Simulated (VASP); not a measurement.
# TaN (P-6m2) in VASP: a series of runs

The runs below take TaN through electric field gradients, with LDA.

All numbers are computed with VASP 6.6.1; they aren't measurements. Logs are shortened: lines on timing, memory, paths and dates and some standing lists are left out, and cuts for length are marked.

## (1) The cell of the first run

Symmetry: P-6m2, No. 187, hexagonal system. Conventional cell: a = 2.957 Å, b = 2.957 Å, c = 2.902 Å, α = 90.00°, β = 90.00°, γ = 120.00°. Ta (site symmetry -6m2) has 6 N at 2.24 Å and 8 Ta at 2.90 to 2.96 Å within 3.0 Å. Within 3.0 Å of N (site symmetry -6m2) lie 6 Ta at 2.24 Å and 8 N at 2.90 to 2.96 Å.

## (2) Electric field gradients, LDA (10.99 Å³/atom)

INCAR reads:

```
SYSTEM = TaN
PREC     = Accurate       ! precision mode
ENCUT    = 520            ! plane-wave cutoff, eV
EDIFF    = 1E-8           ! SCF threshold, eV
ISMEAR   = -1             ! smearing method
SIGMA    = 0.02           ! smearing width, eV
LREAL    = .FALSE.        ! projectors in reciprocal space
LASPH    = .TRUE.         ! aspherical terms in the spheres
NELM     = 60             ! most SCF steps
ALGO     = Normal         ! electronic algorithm
ISIF     = 2              ! what is computed and relaxed
LWAVE    = .FALSE.        ! write WAVECAR
LCHARG   = .FALSE.        ! write CHGCAR
GGA      = CA             ! functional
LEFG     = .TRUE.       
NBANDS   = 15             ! bands
```

KPOINTS reads:

```
Automatic mesh
0
G
  12 12 10
  0 0 0
```

POSCAR reads:

```
TaN
1.0
    2.9574563715      0.0000000000      0.0000000000
   -1.4787281858      2.5612323484      0.0000000000
    0.0000000000      0.0000000000      2.9020932717
Ta N
1 1
Direct
    0.3333333333      0.6666666667      0.5000000000
    0.0000000000      0.0000000000      0.0000000000
```

Potentials or basis: VASP PAW LDA potentials, release 64 (Ta_pv, N).

Command:

```bash
cat potpaw_LDA.64/Ta_pv/POTCAR potpaw_LDA.64/N/POTCAR > POTCAR
mpirun -np 1 vasp_std > vasp.out
```

OUTCAR:

```text
SYSTEM = TaN
   PREC = Accurate
   ENCUT = 520
   EDIFF = 1E-8
   ISMEAR = -1
   LREAL = .FALSE.
   LASPH = .TRUE.
   NELM = 60
   ISIF = 2
   GGA = CA

 ion  position               nearest neighbor table
   1  0.333  0.667  0.500-   2 2.24   2 2.24   2 2.24   2 2.24   2 2.24   2 2.24
   2  0.000  0.000  0.000-   1 2.24   1 2.24   1 2.24   1 2.24   1 2.24   1 2.24

  LATTYP: Found a hexagonal cell.
 ALAT       =     2.9574563715
 C/A-ratio  =     0.9812801635

  Lattice vectors:

 A1 = (   2.9574563715,   0.0000000000,   0.0000000000)
 A2 = (  -1.4787281858,   2.5612323484,   0.0000000000)
 A3 = (   0.0000000000,   0.0000000000,   2.9020932717)

Analysis of symmetry for initial positions (statically):
=====================================================================
 Subroutine PRICEL returns:
 Original cell was already a primitive cell.

 Routine SETGRP: Setting up the symmetry group for a
 hexagonal supercell.

 Subroutine GETGRP returns: Found 12 space group operations
 (whereof 12 operations were pure point group operations)
 out of a pool of 24 trial point group operations.

The static configuration has the point symmetry D_3h.

Analysis of symmetry for dynamics (positions and initial velocities):
=====================================================================
 Subroutine PRICEL returns:
 Original cell was already a primitive cell.

 Routine SETGRP: Setting up the symmetry group for a
 hexagonal supercell.

 Subroutine GETGRP returns: Found 12 space group operations
 (whereof 12 operations were pure point group operations)
 out of a pool of 24 trial point group operations.

The dynamic configuration has the point symmetry D_3h.

 Subroutine INISYM returns: Found 12 space group operations
 (whereof 12 operations are pure point group operations),
 and found     1 'primitive' translations

----------------------------------------------------------------------------------------

                                     Primitive cell

  volume of cell :      21.9826

  direct lattice vectors                    reciprocal lattice vectors
     2.957456372  0.000000000  0.000000000     0.338128403  0.195218525  0.000000000
    -1.478728186  2.561232348  0.000000000     0.000000000  0.390437049  0.000000000
     0.000000000  0.000000000  2.902093272     0.000000000  0.000000000  0.344578863

  length of vectors
     2.957456372  2.957456372  2.902093272     0.390437049  0.390437049  0.344578863

  position of ions in fractional coordinates (direct lattice)
     0.333333333  0.666666667  0.500000000
     0.000000000  0.000000000  0.000000000

  ion indices of the primitive-cell ions
   primitive index   ion index
                 1           1
                 2           2

----------------------------------------------------------------------------------------

 KPOINTS: Automatic mesh

Automatic generation of k-mesh.
 Grid dimensions read from file:
 generate k-points for:   12   12   10

 Generating k-lattice:

  Cartesian coordinates                     Fractional coordinates (reciprocal lattice)
     0.028177367  0.016268210  0.000000000     0.083333333 -0.000000000  0.000000000
     0.000000000  0.032536421  0.000000000     0.000000000  0.083333333  0.000000000
     0.000000000  0.000000000  0.034457886     0.000000000  0.000000000  0.100000000

  Length of vectors
     0.032536421  0.032536421  0.034457886

  Shift w.r.t. Gamma in fractional coordinates (k-lattice)
     0.000000000  0.000000000  0.000000000

 Subroutine IBZKPT returns following result:
 ===========================================

 Found    114 irreducible k-points:

 Following reciprocal coordinates:
            Coordinates               Weight
  0.000000  0.000000  0.000000      1.000000
  0.083333 -0.000000  0.000000      6.000000
  0.166667  0.000000  0.000000      6.000000
  0.250000  0.000000  0.000000      6.000000
  0.333333 -0.000000  0.000000      6.000000
  0.416667  0.000000  0.000000      6.000000
[... 16 lines left out ...]
  0.250000  0.000000  0.100000     12.000000
  0.333333 -0.000000  0.100000     12.000000
 [... further k-points ...]
   k-points           NKPTS =    114   k-points in BZ     NKDIM =    114   number of bands    NBANDS=     15
   number of dos      NEDOS =    301   number of ions     NIONS =      2
   total plane-waves  NPLWV =  13824
   dimension x,y,z NGX =    24 NGY =   24 NGZ =   24
   dimension x,y,z NGXF=    48 NGYF=   48 NGZF=   48
   ions per type =               1   1
   NGX,Y,Z   is equivalent  to a cutoff of  13.49, 13.49, 13.75 a.u.
   NGXF,Y,Z  is equivalent  to a cutoff of  26.98, 26.98, 27.50 a.u.
 SYSTEM =  TaN
   PREC   = accura    normal or accurate (medium, high low for compatibility)
   ISTART =      0    job   : 0-new  1-cont  2-samecut
   ICHARG =      2    charge: 1-file 2-atom 10-const
   ISPIN  =      1    spin polarized calculation?
   LNONCOLLINEAR =      F non collinear calculations
   LSORBIT =      F    spin-orbit coupling
   LASPH  =      T    aspherical Exc in radial PAW
   ENCUT  =  520.0 eV  38.22 Ry    6.18 a.u.   5.50  5.50  5.40*2*pi/ulx,y,z
   NELM   =     60;   NELMIN=  2; NELMDL= -5     # of ELM steps
   EDIFF  = 0.1E-07   stopping-criterion for ELM
   LREAL  =      F    real-space projection
   EDIFFG = 0.1E-06   stopping-criterion for IOM
   NSW    =      0    number of steps for IOM
   IBRION =     -1    ionic relax: 0-MD 1-quasi-New 2-CG
   NFREE  =      0    steps in history (QN), initial steepest desc. (CG)
   ISIF   =      2    stress and relaxation
   ISYM   =      2    0-nonsym 1-usesym 2-fastsym
   POTIM  = 0.5000    time-step for ionic-motion
   TEBEG  =    0.0;   TEEND  =   0.0 temperature during run
   PSTRESS=    0.0 pullay stress
   NELECT =      16.0000    total number of electrons
   NUPDOWN=      -1.0000    fix difference up-down
   EMIN   =  10.00;   EMAX   =-10.00  energy-range for DOS
   EFERMI =   0.00;   METHOD = LEGACY
   ISMEAR =    -1;   SIGMA  =   0.02  broadening in eV -4-tet -1-fermi 0-gaus
   EFERMI_NEDOS =   21; number of points for ismear=-14 and -15
   IALGO  =     38    algorithm
   IMIX   =      4    mixing-type and parameters
     AMIX     =   0.40;   BMIX     =  1.00
     AMIX_MAG =   1.60;   BMIX_MAG =  1.00
  volume/ion in A,a.u.               =      10.99        74.17
  Fermi-wavevector in a.u.,A,eV,Ry     =   1.472613  2.782835 29.505440  2.168589
  Thomas-Fermi vector in A             =   2.587606
   LORBIT       =      0    0 simple, 1 ext, 2 COOP (PROOUT), +10 PAW based schemes
   GGA     = CA    functional components
   LHFCALC =     F    Hartree Fock is set to
   AEXX    =    0.0000 exact exchange contribution
   IVDW    =     0    specifies the selected vdW correction
   LEPSILON=     F    determine dielectric tensor
   LRPA    =     F    only Hartree local field effects (RPA)
 non-spin polarized calculation
  energy-cutoff  :      520.00
  volume of cell :       21.98
 maximum number of plane-waves:       611
 NGX is ok and might be reduce to    24
   NGX = 11   NGY = 11   NGZ = 11

 number of electron      16.0000002 magnetization

 Free energy of the ion-electron system (eV)
  ---------------------------------------------------
  ext. energy  EPLUGINS =         0.00000000
  ---------------------------------------------------
  free energy    TOTEN  =       -24.66609419 eV

  energy without entropy =      -24.66599261  energy(sigma->0) =      -24.66604340

 E-fermi :   7.9843     XC(G=0): -13.4764

 val. band max:        7.8670451528   @ k =   0.0000   0.0000   0.4000
 cond. band min:       8.0242869517   @ k =   0.0833  -0.0000   0.5000
 fundamental gap:      0.1572417989
 Fermi energy:         7.9842737368

 k-point     1 :       0.0000    0.0000    0.0000
  band No.  band energies     occupation
      1     -26.7921      2.00000
      2     -26.5344      2.00000
      3     -26.5344      2.00000
      4      -9.4894      2.00000
      5       3.4399      2.00000
      6       3.4399      2.00000
      7       3.7903      2.00000
      8       5.0476      2.00000
      9      10.1136      0.00000
     10      11.3866      0.00000
     11      11.3866      0.00000
     12      11.7139      0.00000
     13      11.7139      0.00000
     14      20.2080      0.00000
     15      20.9365      0.00000

 k-point     2 :       0.0833   -0.0000    0.0000
  band No.  band energies     occupation
      1     -26.7831      2.00000
      2     -26.6054      2.00000
      3     -26.5497      2.00000
      4      -9.3482      2.00000
      5       3.0182      2.00000
      6       3.5469      2.00000
      7       3.9918      2.00000
      8       4.8435      2.00000
      9      10.6011      0.00000
     10      11.1129      0.00000
     11      11.4081      0.00000
     12      11.6428      0.00000
     13      11.9042      0.00000
     14      20.2091      0.00000
     15      20.9003      0.00000

 k-point     3 :       0.1667    0.0000    0.0000
  band No.  band energies     occupation
      1     -26.7950      2.00000
      2     -26.7584      2.00000
      3     -26.5910      2.00000
      4      -8.9580      2.00000
      5       2.1403      2.00000
      6       3.8317      2.00000
      7       4.3460      2.00000
      8       4.4372      2.00000
      9      10.4102      0.00000
     10      11.4545      0.00000
     11      11.5133      0.00000
     12      11.8302      0.00000
     13      12.3255      0.00000
     14      20.2122      0.00000
     15      20.8467      0.00000
[... 343 lines left out ...]
 k-point    23 :       0.2500    0.0000    0.1000
  band No.  band energies     occupation
      1     -27.0345      2.00000
      2     -26.8064      2.00000
      3     -26.6389      2.00000
      4      -8.2898      2.00000
      5       1.2909      2.00000
      6       3.2457      2.00000
      7       4.1160      2.00000
      8       5.2765      2.00000
      9      10.1400      0.00000
     10      10.4460      0.00000
     11      12.0691      0.00000
     12      12.6048      0.00000
     13      13.9023      0.00000
     14      20.2121      0.00000
     15      20.6839      0.00000

 k-point    24 :       0.3333   -0.0000    0.1000
  band No.  band energies     occupation
      1     -27.2712      2.00000
      2     -26.7703      2.00000
      3     -26.6938      2.00000
      4      -7.7692      2.00000
      5       0.5013      2.00000
      6       2.9724      2.00000
      7       4.3283      2.00000
      8       5.2609      2.00000
      9      10.4891      0.00000
     10      10.7454      0.00000
     11      12.3202      0.00000
     12      12.7481      0.00000
     13      14.8283      0.00000
     14      20.2150      0.00000
     15      20.8625      0.00000

 [... further k-points ...]
[... 5 lines left out ...]
  --------------------------------------------------------------------------------------
  -------------------------------------------------------------------------------------
  Total       -2.1270704     -2.1270704     -2.4191567      0.0000000      0.0000000     -0.0000000
  in kB     -155.0292879   -155.0292879   -176.3176902      0.0000000      0.0000000     -0.0000000
  external PRESSURE =    -162.1254220 kB  Pullay stress =       0.0000000 kB

 VOLUME and BASIS-vectors are now :
 -----------------------------------------------------------------------------
  energy-cutoff  :      520.00
  volume of cell :       21.98
      direct lattice vectors                 reciprocal lattice vectors
     2.957456372  0.000000000  0.000000000     0.338128403  0.195218525  0.000000000
    -1.478728186  2.561232348  0.000000000     0.000000000  0.390437049  0.000000000
     0.000000000  0.000000000  2.902093272     0.000000000  0.000000000  0.344578863

 POSITION                                       TOTAL-FORCE (eV/Angst)
 -----------------------------------------------------------------------------------
     -0.00000      1.70749      1.45105        -0.000000      0.000000      0.000000
      0.00000      0.00000      0.00000         0.000000      0.000000      0.000000
 -----------------------------------------------------------------------------------
    total drift:                                0.000000     -0.000000     -0.000000

  FREE ENERGIE OF THE ION-ELECTRON SYSTEM (eV)
  ---------------------------------------------------
  free  energy   TOTEN  =       -24.6660941885 eV

  energy  without entropy=      -24.6659926057  energy(sigma->0) =      -24.66604340

 Electric field gradients (V/A^2)
---------------------------------------------------------------------
 ion       V_xx      V_yy      V_zz      V_xy      V_xz      V_yz
---------------------------------------------------------------------
   1     -10.441   -10.441    20.882     0.000     0.000    -0.000
   2      -0.142    -0.142     0.284    -0.000    -0.000    -0.000
---------------------------------------------------------------------

 Electric field gradients after diagonalization (V/A^2)
 (convention: |V_zz| > |V_xx| > |V_yy|)
----------------------------------------------------------------------
 ion       V_xx      V_yy      V_zz     asymmetry (V_yy - V_xx)/ V_zz
----------------------------------------------------------------------
   1     -10.441   -10.441    20.882       0.000
   2      -0.143    -0.142     0.284       0.004
----------------------------------------------------------------------

           NMR quadrupolar parameters

 Cq : quadrupolar parameter    Cq=e*Q*V_zz/h
 eta: asymmetry parameters     (V_yy - V_xx)/ V_zz
 Q  : nuclear electric quadrupole moment in mb (millibarn)
----------------------------------------------------------------------
 ion       Cq(MHz)       eta       Q (mb)
----------------------------------------------------------------------
   1       0.050       0.000       1.000
   2       0.001       0.004       1.000
----------------------------------------------------------------------
```

It took 54 s on 1 thread of Intel Xeon 8259CL, shared host; peak memory 0.16 GiB.

Results:

```yaml
Free_energy: -24.6661 eV
Pressure: -16.2 GPa
Band_gap_on_the_k_mesh: zero (bands 8 and 9 overlap by 0.48 eV)
Largest_electric_field_gradient_by_atom: Ta +20.9; N +0.3 V/Å²
```

Stress tensor (GPa, compression positive):
```
-15.50   0.00   0.00
  0.00 -15.50   0.00
  0.00   0.00 -17.63
```

Electric field gradients, principal values (V/Å²):
```
atom    least   middle  greatest (by size)
1 Ta  -10.441  -10.441              20.882
 2 N   -0.142   -0.143               0.284
```

Caveat: the cell stands under tension; without QUAD_EFG the Cq values of the log hold for a quadrupole moment of 1 mb, not for the nuclei; spin-orbit coupling is left out, which moves the levels of the heavy elements.

(Continued in part 2 of 4.)
